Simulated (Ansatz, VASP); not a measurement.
Cr in VASP and in Ansatz

```
CELL_PARAMETERS angstrom
2.35229 0.00000 0.00000
0.00000 2.35229 0.00000
0.00000 0.00000 2.35229
ATOMIC_POSITIONS crystal
Cr 0.00000 0.00000 0.00000
```

Alike in both runs: functional revPBE; k mesh 13 × 13 × 13; occupations fermi-dirac, width 0.1 eV; no spin polarisation.

Ansatz relaxed the structure, and its values are those at the end. VASP's run is a single point on that final structure, the one shown.

```csv
,VASP,Ansatz
version,VASP 6.6.1,Ansatz 0.2.0
potentials or method,"VASP PAW PBE potentials, release 64 (Cr_pv), cutoff 520 eV","plane waves (420 eV) with PAW, scalar-relativistic"
valence electrons in the cell,12,14
```

VASP gave:

| Item | Value |
| --- | --- |
| pressure (GPa) | -0.2 |

**Question.** Which values does Ansatz return?

**Answer.** Pressure (GPa): 0.0.

VASP's potentials were made for PBE, not for revPBE. With one functional, cell and mesh, what is left measures potentials, basis and numerics. VASP's potentials hold 12 valence electrons a cell and Ansatz's 14, so a difference there can come from the potentials and not from the codes.
